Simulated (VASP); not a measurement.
# RuC2 (P6_422) in VASP: relaxation of cell and atoms with PBE

Aim: the relaxation of cell and atoms of RuC2 with PBE.

All numbers are computed with VASP 6.6.1; they aren't measurements. Logs are shortened: lines on timing, memory, paths and dates and some standing lists are left out, and cuts for length are marked.

## (1) The cell of the first run

Symmetry: P6_422, No. 181, hexagonal system. The conventional cell has a = 5.756 Å, b = 5.756 Å, c = 6.745 Å, α = 90.00°, β = 90.00°, γ = 120.00°. Within 2.5 Å of Ru (site symmetry 222) lie 4 C at 1.85 Å. Within 2.5 Å of C (site symmetry 2) lie 2 Ru at 1.85 Å.

## (2) Relaxation of cell and atoms, PBE

Input file INCAR:

```
SYSTEM = RuC2
ALGO = Fast
EDIFF = 1E-6
EDIFFG = -0.01
ENCUT = 600
GGA = PE
IBRION = 2
ISIF = 3
ISMEAR = 0
LASPH = .TRUE.
LCHARG = .FALSE.
LREAL = .FALSE.
LWAVE = .FALSE.
NELM = 60
NSW = 100
PREC = Accurate
SIGMA = 0.1
```

Input file KPOINTS:

```
k-points
0
G
  12 12 6
  0 0 0
```

Input file POSCAR:

```
RuC2
1.0
    5.7560163665      0.0000000000      0.0000000000
   -2.8780081832      4.9848563980      0.0000000000
    0.0000000000      0.0000000000      6.7445210475
Ru C
3 6
Direct
    0.5000000000      0.0000000000      0.0000000000
    0.0000000000      0.5000000000      0.3333333333
    0.5000000000      0.5000000000      0.6666666667
    0.4369661334      0.2184830667      0.8333333333
    0.7815169333      0.2184830667      0.1666666667
    0.7815169333      0.5630338666      0.5000000000
    0.2184830667      0.4369661334      0.5000000000
    0.2184830667      0.7815169333      0.1666666667
    0.5630338666      0.7815169333      0.8333333333
```

Potentials or basis: VASP PAW PBE potentials, release 64 (Ru_pv, C).

On the command line:

```console
$ cat potpaw_PBE.64/Ru_pv/POTCAR potpaw_PBE.64/C/POTCAR > POTCAR
$ mpirun -np 1 vasp_std > vasp.out
```

OUTCAR:

```text
SYSTEM = RuC2
   EDIFF = 1E-6
   EDIFFG = -0.01
   ENCUT = 600
   GGA = PE
   IBRION = 2
   ISIF = 3
   ISMEAR = 0
   LASPH = .TRUE.
   LREAL = .FALSE.
   NELM = 60
   NSW = 100
   PREC = Accurate

 ion  position               nearest neighbor table
   1  0.500  0.000  0.000-   4 1.85   9 1.85   8 1.85   5 1.85
   2  0.000  0.500  0.333-   5 1.85   8 1.85   7 1.85   6 1.85
   3  0.500  0.500  0.667-   4 1.85   9 1.85   7 1.85   6 1.85
   4  0.437  0.218  0.833-   3 1.85   1 1.85
   5  0.782  0.218  0.167-   2 1.85   1 1.85
   6  0.782  0.563  0.500-   2 1.85   3 1.85
   7  0.218  0.437  0.500-   2 1.85   3 1.85
   8  0.218  0.782  0.167-   2 1.85   1 1.85
   9  0.563  0.782  0.833-   3 1.85   1 1.85

  LATTYP: Found a hexagonal cell.
 ALAT       =     5.7560163665
 C/A-ratio  =     1.1717341679

  Lattice vectors:

 A1 = (   5.7560163665,   0.0000000000,   0.0000000000)
 A2 = (  -2.8780081832,   4.9848563980,   0.0000000000)
 A3 = (   0.0000000000,   0.0000000000,   6.7445210475)

Analysis of symmetry for initial positions (statically):
=====================================================================
 Subroutine PRICEL returns:
 Original cell was already a primitive cell.

 Routine SETGRP: Setting up the symmetry group for a
 hexagonal supercell.

 Subroutine GETGRP returns: Found 12 space group operations
 (whereof  4 operations were pure point group operations)
 out of a pool of 24 trial point group operations.

The static configuration has the point symmetry D_2 .
 The point group associated with its full space group is D_6 .

Analysis of symmetry for dynamics (positions and initial velocities):
=====================================================================
 Subroutine PRICEL returns:
 Original cell was already a primitive cell.

 Routine SETGRP: Setting up the symmetry group for a
 hexagonal supercell.

 Subroutine GETGRP returns: Found 12 space group operations
 (whereof  4 operations were pure point group operations)
 out of a pool of 24 trial point group operations.

The dynamic configuration has the point symmetry D_2 .
 The point group associated with its full space group is D_6 .

 Subroutine INISYM returns: Found 12 space group operations
 (whereof  4 operations are pure point group operations),
 and found     1 'primitive' translations

----------------------------------------------------------------------------------------

                                     Primitive cell

  volume of cell :     193.5200

  direct lattice vectors                    reciprocal lattice vectors
     5.756016366  0.000000000  0.000000000     0.173731264  0.100303792  0.000000000
    -2.878008183  4.984856398  0.000000000     0.000000000  0.200607584  0.000000000
     0.000000000  0.000000000  6.744521048     0.000000000  0.000000000  0.148268497

  length of vectors
     5.756016366  5.756016366  6.744521048     0.200607584  0.200607584  0.148268497

  position of ions in fractional coordinates (direct lattice)
     0.500000000  0.000000000  0.000000000
     1.000000000  0.500000000  0.333333333
     0.500000000  0.500000000  0.666666667
     0.436966133  0.218483067  0.833333333
     0.781516933  0.218483067  0.166666667
     0.781516933  0.563033867  0.500000000
     0.218483067  0.436966133  0.500000000
     0.218483067  0.781516933  0.166666667
     0.563033867  0.781516933  0.833333333

  ion indices of the primitive-cell ions
   primitive index   ion index
                 1           1
                 2           2
                 3           3
                 4           4
                 5           5
                 6           6
                 7           7
                 8           8
                 9           9

----------------------------------------------------------------------------------------

 KPOINTS: k-points

Automatic generation of k-mesh.
 Grid dimensions read from file:
 generate k-points for:   12   12    6

 Generating k-lattice:

  Cartesian coordinates                     Fractional coordinates (reciprocal lattice)
     0.014477605  0.008358649  0.000000000     0.083333333 -0.000000000  0.000000000
     0.000000000  0.016717299  0.000000000     0.000000000  0.083333333  0.000000000
     0.000000000  0.000000000  0.024711416     0.000000000  0.000000000  0.166666667

  Length of vectors
     0.016717299  0.016717299  0.024711416

  Shift w.r.t. Gamma in fractional coordinates (k-lattice)
     0.000000000  0.000000000  0.000000000

 Subroutine IBZKPT returns following result:
 ===========================================

 Found     76 irreducible k-points:

 Following reciprocal coordinates:
            Coordinates               Weight
  0.000000  0.000000  0.000000      1.000000
  0.083333 -0.000000  0.000000      6.000000
  0.166667  0.000000  0.000000      6.000000
  0.250000 -0.000000  0.000000      6.000000
  0.333333  0.000000  0.000000      6.000000
  0.416667 -0.000000  0.000000      6.000000
[... 16 lines left out ...]
  0.250000 -0.000000  0.166667     12.000000
  0.333333  0.000000  0.166667     12.000000
 [... further k-points ...]
   k-points           NKPTS =     76   k-points in BZ     NKDIM =     76   number of bands    NBANDS=     39
   number of dos      NEDOS =    301   number of ions     NIONS =      9
   total plane-waves  NPLWV = 124416
   dimension x,y,z NGX =    48 NGY =   48 NGZ =   54
   dimension x,y,z NGXF=    96 NGYF=   96 NGZF=  108
   ions per type =               3   6
   NGX,Y,Z   is equivalent  to a cutoff of  13.86, 13.86, 13.31 a.u.
   NGXF,Y,Z  is equivalent  to a cutoff of  27.73, 27.73, 26.62 a.u.
 SYSTEM =  RuC2
   PREC   = accura    normal or accurate (medium, high low for compatibility)
   ISTART =      0    job   : 0-new  1-cont  2-samecut
   ICHARG =      2    charge: 1-file 2-atom 10-const
   ISPIN  =      1    spin polarized calculation?
   LNONCOLLINEAR =      F non collinear calculations
   LSORBIT =      F    spin-orbit coupling
   LASPH  =      T    aspherical Exc in radial PAW
   ENCUT  =  600.0 eV  44.10 Ry    6.64 a.u.  11.50 11.50 13.47*2*pi/ulx,y,z
   NELM   =     60;   NELMIN=  2; NELMDL= -5     # of ELM steps
   EDIFF  = 0.1E-05   stopping-criterion for ELM
   LREAL  =      F    real-space projection
   EDIFFG = -.1E-01   stopping-criterion for IOM
   NSW    =    100    number of steps for IOM
   IBRION =      2    ionic relax: 0-MD 1-quasi-New 2-CG
   NFREE  =      1    steps in history (QN), initial steepest desc. (CG)
   ISIF   =      3    stress and relaxation
   ISYM   =      2    0-nonsym 1-usesym 2-fastsym
   POTIM  = 0.5000    time-step for ionic-motion
   TEBEG  =    0.0;   TEEND  =   0.0 temperature during run
   PSTRESS=    0.0 pullay stress
   NELECT =      66.0000    total number of electrons
   NUPDOWN=      -1.0000    fix difference up-down
   EMIN   =  10.00;   EMAX   =-10.00  energy-range for DOS
   EFERMI =   0.00;   METHOD = LEGACY
   ISMEAR =     0;   SIGMA  =   0.10  broadening in eV -4-tet -1-fermi 0-gaus
   EFERMI_NEDOS =   21; number of points for ismear=-14 and -15
   IALGO  =     68    algorithm
   IMIX   =      4    mixing-type and parameters
     AMIX     =   0.40;   BMIX     =  1.00
     AMIX_MAG =   1.60;   BMIX_MAG =  1.00
  volume/ion in A,a.u.               =      21.50       145.10
  Fermi-wavevector in a.u.,A,eV,Ry     =   1.143793  2.161456 17.800000  1.308263
  Thomas-Fermi vector in A             =   2.280487
   LORBIT       =      0    0 simple, 1 ext, 2 COOP (PROOUT), +10 PAW based schemes
   GGA     = PE    functional components
   LHFCALC =     F    Hartree Fock is set to
   AEXX    =    0.0000 exact exchange contribution
   IVDW    =     0    specifies the selected vdW correction
   LEPSILON=     F    determine dielectric tensor
   LRPA    =     F    only Hartree local field effects (RPA)
 conjugate gradient relaxation of ions
 non-spin polarized calculation
 RMM-DIIS sequential band-by-band and
 Gauss-broadening in eV      SIGMA  =   0.10
  energy-cutoff  :      600.00
  volume of cell :      193.52
 maximum number of plane-waves:      6486
 NGX is ok and might be reduce to    48
   NGX = 23   NGY = 23   NGZ = 27

--------------------------------------- Ionic step        1  -------------------------------------------

 number of electron      66.0000003 magnetization

 Free energy of the ion-electron system (eV)
  ---------------------------------------------------
  ext. energy  EPLUGINS =         0.00000000
  ---------------------------------------------------
  free energy    TOTEN  =       -67.90399092 eV

  energy without entropy =      -67.87886690  energy(sigma->0) =      -67.89142891

------------------------ aborting loop because EDIFF is reached ----------------------------------------

  FORCE on cell =-STRESS in cart. coord.  units (eV):
  Direction    XX          YY          ZZ          XY          YZ          ZX
  --------------------------------------------------------------------------------------
  -------------------------------------------------------------------------------------
  Total       -0.1324703     -0.1324703     -0.2818087     -0.0000000      0.0000000      0.0000000
  in kB       -1.0967391     -1.0967391     -2.3331310     -0.0000000      0.0000000      0.0000000
  external PRESSURE =      -1.5088697 kB  Pullay stress =       0.0000000 kB
[... 200 lines left out ...]
  energy  without entropy=      -67.8792179334  energy(sigma->0) =      -67.89174940

--------------------------------------- Ionic step        6  -------------------------------------------

 number of electron      66.0000001 magnetization

 Free energy of the ion-electron system (eV)
  ---------------------------------------------------
  ext. energy  EPLUGINS =         0.00000000
  ---------------------------------------------------
  free energy    TOTEN  =       -67.90457022 eV

  energy without entropy =      -67.87955942  energy(sigma->0) =      -67.89206482

 E-fermi :   0.9222     XC(G=0):  -8.0141

 val. band max:        0.9198356859   @ k =   0.0000   0.0000   0.1667
 cond. band min:       0.9230050529   @ k =   0.0000   0.0000   0.5000
 fundamental gap:      0.0031693669
 Fermi energy:         0.9221945771

 k-point     1 :       0.0000    0.0000    0.0000
  band No.  band energies     occupation
      1     -42.7241      2.00000
      2     -42.7241      2.00000
      3     -42.7181      2.00000
      4     -42.6777      2.00000
      5     -42.6638      2.00000
      6     -42.6638      2.00000
[... 997 lines left out ...]
     38       3.4542      0.00000
     39       3.5646      0.00000

 [... further k-points ...]

------------------------ aborting loop because EDIFF is reached ----------------------------------------

  FORCE on cell =-STRESS in cart. coord.  units (eV):
  Direction    XX          YY          ZZ          XY          YZ          ZX
  --------------------------------------------------------------------------------------
  -------------------------------------------------------------------------------------
  Total        0.0837778      0.0837778      0.0052801      0.0000000      0.0000000      0.0000000
  in kB        0.6953047      0.6953047      0.0438218      0.0000000      0.0000000      0.0000000
  external PRESSURE =       0.4781437 kB  Pullay stress =       0.0000000 kB
[... 24 lines left out ...]
  FREE ENERGIE OF THE ION-ELECTRON SYSTEM (eV)
  ---------------------------------------------------
  free  energy   TOTEN  =       -67.9045702197 eV

  energy  without entropy=      -67.8795594186  energy(sigma->0) =      -67.89206482

 reached required accuracy - stopping structural energy minimisation
```

Run time: 75 min. Hardware: 1 thread of Oxide Virtual Turin-like, shared host; peak memory 0.71 GiB.

Results:

| Property | Result |
| --- | --- |
| Free energy | -67.9046 eV |
| Relaxed volume | 21.45 Å³/atom |
| Relaxed cell | a = 5.758 Å, b = 5.758 Å, c = 6.723 Å, α = 90.00°, β = 90.00°, γ = 120.00° |
| Space group after relaxing (to 0.1 Å) | P6_422 (No. 181) |
| Energy gained by relaxing | 0.1 meV/atom |
| Ionic steps | 6 |
| Pressure after relaxing | 0.0 GPa |
| Largest force after relaxing | 0.007 eV/Å |
| Band gap on the k mesh | zero (bands 33 and 34 overlap by 0.24 eV) |

Forces on the atoms (eV/Å):
```
Ru   0.000  0.000  0.000
Ru   0.000  0.000  0.000
Ru   0.000  0.000  0.000
C   -0.006 -0.003  0.000
C    0.006 -0.003  0.000
C    0.000  0.007  0.000
C    0.000 -0.007  0.000
C   -0.006  0.003  0.000
C    0.006  0.003  0.000
```

The path:
```csv
step,energy change (eV),largest force (eV/Å),pressure (GPa),volume (Å³)
1,0.0000,0.0081,-0.15,193.52
2,0.0000,0.0245,0.19,192.95
3,-0.0002,0.0167,0.01,193.22
4,-0.0002,0.0176,0.04,193.19
5,-0.0003,0.0149,0.05,193.15
6,-0.0006,0.0066,0.05,193.05
```

Final structure:
```cif
data_structure
_symmetry_space_group_name_H-M 'P 1'
_symmetry_Int_Tables_number 1
_cell_length_a 5.7583
_cell_length_b 5.7583
_cell_length_c 6.7227
_cell_angle_alpha 90.000
_cell_angle_beta 90.000
_cell_angle_gamma 120.000
_cell_volume 193.05
loop_
_atom_site_label
_atom_site_type_symbol
_atom_site_fract_x
_atom_site_fract_y
_atom_site_fract_z
_atom_site_occupancy
Ru1 Ru 0.50000 0.00000 0.00000 1
Ru2 Ru 0.00000 0.50000 0.33333 1
Ru3 Ru 0.50000 0.50000 0.66667 1
C1 C 0.43620 0.21810 0.83333 1
C2 C 0.78190 0.21810 0.16667 1
C3 C 0.78190 0.56380 0.50000 1
C4 C 0.21810 0.43620 0.50000 1
C5 C 0.21810 0.78190 0.16667 1
C6 C 0.56380 0.78190 0.83333 1
```

Levels at points of the mesh, in eV from the Fermi level:
```tsv
k point	band 29	band 30	band 31	band 32	band 33	band 34	band 35	band 36	band 37	band 38
(0.00, 0.00, 0.00)	-2.05	-2.04	-1.13	-0.03	-0.03	0.42	0.42	0.63	2.01	2.01
(0.50, 0.00, 0.00)	-1.86	-1.45	-1.37	-0.77	-0.35	-0.01	0.69	0.98	2.64	2.94
(0.00, 0.00, 0.50)	-1.33	-1.33	-0.27	0.00	0.02	0.02	0.17	0.17	0.90	1.15
(0.50, 0.00, 0.50)	-1.91	-1.76	-1.24	-0.01	0.08	0.26	1.13	1.30	2.33	2.36
```
